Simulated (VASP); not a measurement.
# H2Os (P4/mmm) in VASP: further runs

H2Os is run at these levels: PBE; tasks: single point, relaxation of cell and atoms.

Everything below comes from runs of VASP 6.6.1. Logs are shortened: lines on timing, memory, paths and dates and some standing lists are left out, and cuts for length are marked.

### Step 1. The cell of the first run

The structure is tetragonal, space group P4/mmm (No. 123). Conventional cell: a = 2.579 Å, b = 2.579 Å, c = 3.488 Å, α = 90.00°, β = 90.00°, γ = 90.00°. Within 2.4 Å of H (site symmetry 4/mmm) lie 4 H at 1.82 Å. H (site symmetry 4/mmm) has 2 Os at 1.74 Å and 4 H at 1.82 Å within 2.3 Å. Os (site symmetry 4/mmm) has 2 H at 1.74 Å within 2.3 Å.

The cell was generated, and may not be a known phase.

### Step 2. Single point, PBE

The input, INCAR:

```
  PREC = Accurate
  ENCUT = 520
  EDIFF = 1E-6
  ISMEAR = 0
  SIGMA = 0.1
  LREAL = F
  LASPH = T
  NELM = 100
  ALGO = Normal
  ISIF = 2
  LWAVE = F
  LCHARG = F
  GGA = PE
  NBANDS = 12
```

The input, KPOINTS:

```
regular mesh
0
Gamma
  6 6 6
```

The input, POSCAR:

```
H2Os
1.0
    2.5788927854      0.0000000000      0.0000000000
    0.0000000000      2.5788927854      0.0000000000
    0.0000000000      0.0000000000      3.4876062539
H Os
2 1
Direct
    0.5000000000      0.5000000000      0.5000000000
    0.0000000000      0.0000000000      0.5000000000
    0.0000000000      0.0000000000      0.0000000000
```

Potentials or basis: VASP PAW PBE potentials, release 64 (H, Os).

Launch:

```sh
$ cat potpaw_PBE.64/H/POTCAR potpaw_PBE.64/Os/POTCAR > POTCAR
$ mpirun -np 1 vasp_std > vasp.out
```

OUTCAR:

```text
PREC = Accurate
   ENCUT = 520
   EDIFF = 1E-6
   ISMEAR = 0
   LREAL = F
   LASPH = T
   NELM = 100
   ISIF = 2
   GGA = PE

 ion  position               nearest neighbor table
   1  0.500  0.500  0.500-
   2  0.000  0.000  0.500-   3 1.74   3 1.74
   3  0.000  0.000  0.000-   2 1.74   2 1.74

  LATTYP: Found a simple tetragonal cell.
 ALAT       =     2.5788927854
 C/A-ratio  =     1.3523657415

  Lattice vectors:

 A1 = (   2.5788927854,   0.0000000000,   0.0000000000)
 A2 = (   0.0000000000,   2.5788927854,   0.0000000000)
 A3 = (   0.0000000000,   0.0000000000,   3.4876062539)

Analysis of symmetry for initial positions (statically):
=====================================================================
 Subroutine PRICEL returns:
 Original cell was already a primitive cell.

 Routine SETGRP: Setting up the symmetry group for a
 simple tetragonal supercell.

 Subroutine GETGRP returns: Found 16 space group operations
 (whereof 16 operations were pure point group operations)
 out of a pool of 16 trial point group operations.

The static configuration has the point symmetry D_4h.

Analysis of symmetry for dynamics (positions and initial velocities):
=====================================================================
 Subroutine PRICEL returns:
 Original cell was already a primitive cell.

 Routine SETGRP: Setting up the symmetry group for a
 simple tetragonal supercell.

 Subroutine GETGRP returns: Found 16 space group operations
 (whereof 16 operations were pure point group operations)
 out of a pool of 16 trial point group operations.

The dynamic configuration has the point symmetry D_4h.

 Subroutine INISYM returns: Found 16 space group operations
 (whereof 16 operations are pure point group operations),
 and found     1 'primitive' translations

----------------------------------------------------------------------------------------

                                     Primitive cell

  volume of cell :      23.1950

  direct lattice vectors                    reciprocal lattice vectors
     2.578892785  0.000000000  0.000000000     0.387763309  0.000000000  0.000000000
     0.000000000  2.578892785  0.000000000     0.000000000  0.387763309  0.000000000
     0.000000000  0.000000000  3.487606254     0.000000000  0.000000000  0.286729615

  length of vectors
     2.578892785  2.578892785  3.487606254     0.387763309  0.387763309  0.286729615

  position of ions in fractional coordinates (direct lattice)
     0.500000000  0.500000000  0.500000000
     0.000000000  0.000000000  0.500000000
     0.000000000  0.000000000  0.000000000

  ion indices of the primitive-cell ions
   primitive index   ion index
                 1           1
                 2           2
                 3           3

----------------------------------------------------------------------------------------

 KPOINTS: regular mesh

Automatic generation of k-mesh.
 Grid dimensions read from file:
 generate k-points for:    6    6    6

 Generating k-lattice:

  Cartesian coordinates                     Fractional coordinates (reciprocal lattice)
     0.064627218  0.000000000  0.000000000     0.166666667  0.000000000  0.000000000
     0.000000000  0.064627218  0.000000000     0.000000000  0.166666667  0.000000000
     0.000000000  0.000000000  0.047788269     0.000000000  0.000000000  0.166666667

  Length of vectors
     0.064627218  0.064627218  0.047788269

  Shift w.r.t. Gamma in fractional coordinates (k-lattice)
     0.000000000  0.000000000  0.000000000

 Subroutine IBZKPT returns following result:
 ===========================================

 Found     40 irreducible k-points:

 Following reciprocal coordinates:
            Coordinates               Weight
  0.000000  0.000000  0.000000      1.000000
  0.166667  0.000000  0.000000      4.000000
  0.333333  0.000000  0.000000      4.000000
  0.500000  0.000000  0.000000      2.000000
  0.166667  0.166667  0.000000      4.000000
  0.333333  0.166667  0.000000      8.000000
[... 16 lines left out ...]
  0.333333  0.000000  0.333333      8.000000
  0.500000  0.000000  0.333333      4.000000
 [... further k-points ...]
   k-points           NKPTS =     40   k-points in BZ     NKDIM =     40   number of bands    NBANDS=     12
   number of dos      NEDOS =    301   number of ions     NIONS =      3
   total plane-waves  NPLWV =  11200
   dimension x,y,z NGX =    20 NGY =   20 NGZ =   28
   dimension x,y,z NGXF=    40 NGYF=   40 NGZF=   56
   ions per type =               2   1
   NGX,Y,Z   is equivalent  to a cutoff of  12.89, 12.89, 13.35 a.u.
   NGXF,Y,Z  is equivalent  to a cutoff of  25.79, 25.79, 26.69 a.u.
 SYSTEM =  unknown system
   PREC   = accura    normal or accurate (medium, high low for compatibility)
   ISTART =      0    job   : 0-new  1-cont  2-samecut
   ICHARG =      2    charge: 1-file 2-atom 10-const
   ISPIN  =      1    spin polarized calculation?
   LNONCOLLINEAR =      F non collinear calculations
   LSORBIT =      F    spin-orbit coupling
   LASPH  =      T    aspherical Exc in radial PAW
   ENCUT  =  520.0 eV  38.22 Ry    6.18 a.u.   4.80  4.80  6.48*2*pi/ulx,y,z
   NELM   =    100;   NELMIN=  2; NELMDL= -5     # of ELM steps
   EDIFF  = 0.1E-05   stopping-criterion for ELM
   LREAL  =      F    real-space projection
   EDIFFG = 0.1E-04   stopping-criterion for IOM
   NSW    =      0    number of steps for IOM
   IBRION =     -1    ionic relax: 0-MD 1-quasi-New 2-CG
   NFREE  =      0    steps in history (QN), initial steepest desc. (CG)
   ISIF   =      2    stress and relaxation
   ISYM   =      2    0-nonsym 1-usesym 2-fastsym
   POTIM  = 0.5000    time-step for ionic-motion
   TEBEG  =    0.0;   TEEND  =   0.0 temperature during run
   PSTRESS=    0.0 pullay stress
   NELECT =      10.0000    total number of electrons
   NUPDOWN=      -1.0000    fix difference up-down
   EMIN   =  10.00;   EMAX   =-10.00  energy-range for DOS
   EFERMI =   0.00;   METHOD = LEGACY
   ISMEAR =     0;   SIGMA  =   0.10  broadening in eV -4-tet -1-fermi 0-gaus
   EFERMI_NEDOS =   21; number of points for ismear=-14 and -15
   IALGO  =     38    algorithm
   IMIX   =      4    mixing-type and parameters
     AMIX     =   0.40;   BMIX     =  1.00
     AMIX_MAG =   1.60;   BMIX_MAG =  1.00
  volume/ion in A,a.u.               =       7.73        52.18
  Fermi-wavevector in a.u.,A,eV,Ry     =   1.236735  2.337091 20.810310  1.529515
  Thomas-Fermi vector in A             =   2.371332
   LORBIT       =      0    0 simple, 1 ext, 2 COOP (PROOUT), +10 PAW based schemes
   GGA     = PE    functional components
   LHFCALC =     F    Hartree Fock is set to
   AEXX    =    0.0000 exact exchange contribution
   IVDW    =     0    specifies the selected vdW correction
   LEPSILON=     F    determine dielectric tensor
   LRPA    =     F    only Hartree local field effects (RPA)
 non-spin polarized calculation
 Gauss-broadening in eV      SIGMA  =   0.10
  energy-cutoff  :      520.00
  volume of cell :       23.19
 maximum number of plane-waves:       640
 NGX is ok and might be reduce to    20
   NGX =  9   NGY =  9   NGZ = 13

 number of electron      10.0000001 magnetization

 Free energy of the ion-electron system (eV)
  ---------------------------------------------------
  ext. energy  EPLUGINS =         0.00000000
  ---------------------------------------------------
  free energy    TOTEN  =       -14.37124569 eV

  energy without entropy =      -14.35998248  energy(sigma->0) =      -14.36561409

 E-fermi :   5.6509     XC(G=0): -12.2432

 val. band max:        5.6312941783   @ k =   0.3333   0.0000   0.3333
 cond. band min:       5.6514357488   @ k =   0.3333   0.0000   0.5000
 fundamental gap:      0.0201415705
 Fermi energy:         5.6508919128

 k-point     1 :       0.0000    0.0000    0.0000
  band No.  band energies     occupation
      1      -6.1697      2.00000
      2      -0.9351      2.00000
      3       0.2599      2.00000
      4       6.4562      0.00000
      5       6.4562      0.00000
      6       7.9975      0.00000
      7       9.8975      0.00000
      8      10.3379      0.00000
      9      17.7147      0.00000
     10      19.5020      0.00000
     11      19.5020      0.00000
     12      25.6581      0.00000

 k-point     2 :       0.1667    0.0000    0.0000
  band No.  band energies     occupation
      1      -5.5424      2.00000
      2      -0.4274      2.00000
      3       1.0379      2.00000
      4       4.7582      2.00000
      5       6.5682      0.00000
      6       7.0652      0.00000
      7       8.7462      0.00000
      8      12.2616      0.00000
      9      16.4761      0.00000
     10      19.9475      0.00000
     11      20.6705      0.00000
     12      24.6469      0.00000

 k-point     3 :       0.3333    0.0000    0.0000
  band No.  band energies     occupation
      1      -3.9124      2.00000
      2       0.2358      2.00000
      3       1.9192      2.00000
      4       2.7903      2.00000
      5       5.5753      1.71476
      6       6.8002      0.00000
      7       8.2874      0.00000
      8      15.0123      0.00000
      9      15.0817      0.00000
     10      20.6952      0.00000
     11      21.5540      0.00000
     12      23.1832      0.00000
[... 286 lines left out ...]
 k-point    23 :       0.3333    0.0000    0.3333
  band No.  band energies     occupation
      1      -2.5741      2.00000
      2       0.4004      2.00000
      3       1.4765      2.00000
      4       4.1221      2.00000
      5       5.6313      1.21834
      6       6.4479      0.00000
      7       7.4600      0.00000
      8       8.7212      0.00000
      9      16.4785      0.00000
     10      19.3901      0.00000
     11      24.4051      0.00000
     12      25.1967      0.00000

 k-point    24 :       0.5000    0.0000    0.3333
  band No.  band energies     occupation
      1      -1.1904      2.00000
      2      -0.1746      2.00000
      3       0.8464      2.00000
      4       5.0083      2.00000
      5       5.2902      2.00000
      6       6.6004      0.00000
      7       7.6642      0.00000
      8       9.7735      0.00000
      9      13.7683      0.00000
     10      20.0939      0.00000
     11      22.8078      0.00000
     12      26.3180      0.00000

 [... further k-points ...]

------------------------ aborting loop because EDIFF is reached ----------------------------------------

  FORCE on cell =-STRESS in cart. coord.  units (eV):
  Direction    XX          YY          ZZ          XY          YZ          ZX
  --------------------------------------------------------------------------------------
  -------------------------------------------------------------------------------------
  Total        0.0338078      0.0338078      0.1910193      0.0000000      0.0000000      0.0000000
  in kB        2.3352480      2.3352480     13.1945272      0.0000000      0.0000000      0.0000000
  external PRESSURE =       5.9550078 kB  Pullay stress =       0.0000000 kB

 VOLUME and BASIS-vectors are now :
 -----------------------------------------------------------------------------
  energy-cutoff  :      520.00
  volume of cell :       23.19
      direct lattice vectors                 reciprocal lattice vectors
     2.578892785  0.000000000  0.000000000     0.387763309  0.000000000  0.000000000
     0.000000000  2.578892785  0.000000000     0.000000000  0.387763309  0.000000000
     0.000000000  0.000000000  3.487606254     0.000000000  0.000000000  0.286729615

 POSITION                                       TOTAL-FORCE (eV/Angst)
 -----------------------------------------------------------------------------------
      1.28945      1.28945      1.74380         0.000000      0.000000      0.000000
      0.00000      0.00000      1.74380         0.000000      0.000000      0.000000
      0.00000      0.00000      0.00000         0.000000      0.000000      0.000000
 -----------------------------------------------------------------------------------
    total drift:                                0.000000      0.000000      0.000000

  FREE ENERGIE OF THE ION-ELECTRON SYSTEM (eV)
  ---------------------------------------------------
  free  energy   TOTEN  =       -14.3712456895 eV

  energy  without entropy=      -14.3599824811  energy(sigma->0) =      -14.36561409
```

It took 4.5 s on 1 thread of Intel Xeon 6975P-C (Granite Rapids), shared host; peak memory 0.14 GiB.

Results:

* Free energy: -14.3712 eV
* Pressure: 0.6 GPa
* Band gap on the k mesh: zero (bands 5 and 6 overlap by 1.93 eV)

Levels at points of the mesh, in eV from the Fermi level:
```tsv
k point	band 3	band 4	band 5	band 6	band 7	band 8
(0.00, 0.00, 0.00)	-5.39	0.81	0.81	2.35	4.25	4.69
(0.50, 0.00, 0.00)	-4.95	-3.60	-0.70	1.27	5.92	6.74
(0.50, 0.50, 0.00)	-2.49	-2.49	1.20	3.61	3.61	4.62
(0.00, 0.00, 0.50)	-5.30	-1.22	0.23	0.23	2.37	4.55
(0.50, 0.00, 0.50)	-4.10	-0.62	-0.27	0.85	1.41	2.34
(0.50, 0.50, 0.50)	-3.85	-1.63	-1.46	0.27	4.63	7.94
```

Caveat: the k points lie up to 0.41 Å⁻¹ apart, too coarse for converged energies and pressures of a metal; spin-orbit coupling is left out, which moves the levels of the heavy elements.

### Step 3. Single point, PBE

This run uses another cell than the first one, of 7.75 Å³/atom.

The input, INCAR:

```
SYSTEM = H2Os
ALGO = Normal ; EDIFF = 1E-7
ENCUT = 520 ; GGA = PE
ISIF = 2 ; ISMEAR = 0
LASPH = .True. ; LCHARG = .False.
LREAL = .False. ; LWAVE = .False.
NBANDS = 12 ; NELM = 80
PREC = Accurate ; SIGMA = 0.1
```

The input, KPOINTS:

```
k-points
0
Gamma
  8 8 4
  0 0 0
```

The input, POSCAR:

```
H2Os
1.0
    2.5668543557      0.0000000000      0.0000000000
    0.0000000000      2.5668543557      0.0000000000
    0.0000000000      0.0000000000      3.5281517585
H Os
2 1
Direct
    0.5000000000      0.5000000000      0.5000000000
    0.0000000000      0.0000000000      0.5000000000
    0.0000000000      0.0000000000      0.0000000000
```

Potentials or basis: VASP PAW PBE potentials, release 64 (H, Os).

Launch:

```sh
$ cat potpaw_PBE.64/H/POTCAR potpaw_PBE.64/Os/POTCAR > POTCAR
$ mpirun -np 1 vasp_std > vasp.out
```

Wall time 5.6 s (1 thread of Intel Xeon 6975P-C (Granite Rapids), shared host); peak memory 0.14 GiB.

It converged, with:

- Free energy: -14.4875 eV
- Pressure: 0.3 GPa
- Band gap on the k mesh: zero (bands 5 and 6 overlap by 2.07 eV)

Stress tensor (GPa, compression positive):
```
-0.04  0.00  0.00
 0.00 -0.04  0.00
 0.00  0.00  1.07
```

Levels at points of the mesh, in eV from the Fermi level:
| k point | band 1 | band 2 | band 3 | band 4 | band 5 | band 6 | band 7 | band 8 | band 9 | band 10 |
| --- | --- | --- | --- | --- | --- | --- | --- | --- | --- | --- |
| (0.00, 0.00, 0.00) | -11.80 | -6.61 | -5.48 | 0.75 | 0.75 | 2.37 | 4.23 | 4.38 | 11.60 | 14.03 |
| (0.50, 0.00, 0.00) | -7.98 | -5.08 | -5.00 | -3.77 | -0.73 | 1.22 | 5.93 | 6.56 | 10.80 | 14.81 |
| (0.50, 0.50, 0.00) | -6.89 | -6.24 | -2.62 | -2.62 | 1.08 | 3.70 | 3.70 | 4.70 | 8.06 | 12.47 |
| (0.00, 0.00, 0.50) | -9.09 | -7.39 | -5.40 | -1.43 | 0.23 | 0.23 | 2.38 | 4.73 | 15.44 | 15.74 |
| (0.50, 0.00, 0.50) | -7.17 | -4.98 | -4.08 | -0.66 | -0.41 | 0.85 | 1.38 | 2.16 | 8.01 | 14.04 |
| (0.50, 0.50, 0.50) | -5.97 | -3.89 | -3.89 | -1.54 | -1.44 | 0.18 | 4.70 | 7.96 | 7.96 | 11.87 |

Caveat: the k points lie up to 0.45 Å⁻¹ apart, too coarse for converged energies and pressures of a metal; spin-orbit coupling is left out, which moves the levels of the heavy elements.

### Step 4. Single point, PBE

This run uses another cell than the first one, of 8.71 Å³/atom.

The input, INCAR:

```
PREC     = Accurate       # precision mode
ENCUT    = 520            # plane-wave cutoff, eV
EDIFF    = 1E-6           # SCF threshold, eV
ISMEAR   = 0              # smearing method
SIGMA    = 0.1            # smearing width, eV
LREAL    = F              # projectors in reciprocal space
LASPH    = T              # aspherical terms in the spheres
NELM     = 100            # most SCF steps
ALGO     = Normal         # electronic algorithm
ISIF     = 2              # what is computed and relaxed
LWAVE    = F              # write WAVECAR
LCHARG   = T              # write CHGCAR
GGA      = PE             # functional
LELF     = T              # ELF
LVHAR    = T            
NBANDS   = 12             # bands
```

The input, KPOINTS:

```
Automatic mesh
0
Gamma
  8 8 4
```

The input, POSCAR:

```
H2Os
1.0
    2.4342712900      0.0000000000      0.0000000000
    0.0000000000      2.4342712900      0.0000000000
    0.0000000000      0.0000000000      4.4119873400
H Os
2 1
Direct
    0.5000000000      0.5000000000      0.5000000000
    0.0000000000      0.0000000000      0.5000000000
    0.0000000000      0.0000000000      0.0000000000
```

Launch:

```sh
$ cat potpaw_PBE.64/H/POTCAR potpaw_PBE.64/Os/POTCAR > POTCAR
$ mpirun -np 1 vasp_std > vasp.out
```

Wall time 5.3 s (1 thread of Intel Xeon 6975P-C (Granite Rapids), shared host); peak memory 0.14 GiB.

Results (log left out):

```yaml
Free_energy: -13.6240 eV
Pressure: -3.3 GPa
Band_gap_on_the_k_mesh: zero (bands 5 and 6 overlap by 2.53 eV)
```

Stress tensor (GPa, compression positive):
```
  9.53   0.00   0.00
  0.00   9.53   0.00
  0.00   0.00 -28.90
```

Levels at points of the mesh, in eV from the Fermi level:
```tsv
k point	band 1	band 2	band 3	band 4	band 5	band 6	band 7	band 8	band 9	band 10
(0.00, 0.00, 0.00)	-10.54	-7.17	-6.46	0.89	1.13	1.13	1.76	3.23	8.20	17.29
(0.50, 0.00, 0.00)	-5.95	-5.00	-4.87	-3.63	-0.67	1.77	3.86	3.97	7.36	10.95
(0.50, 0.50, 0.00)	-7.27	-3.32	-3.32	-2.78	0.79	4.84	5.71	5.71	6.15	11.03
(0.00, 0.00, 0.50)	-9.02	-8.27	-6.46	-3.19	1.07	1.07	3.23	7.22	8.17	16.66
(0.50, 0.00, 0.50)	-6.15	-5.69	-3.29	-1.21	-0.66	-0.24	1.26	1.74	9.27	13.48
(0.50, 0.50, 0.50)	-7.15	-3.56	-3.56	-0.09	0.11	0.11	6.15	8.42	8.42	9.90
```

Caveat: the stress differs along the axes, from -29 to 10 GPa; spin-orbit coupling is left out, which moves the levels of the heavy elements.

(Part 1 of 2 ends here.)

The gap in the log of VASP goes by the Fermi energy; the results here count the filled bands.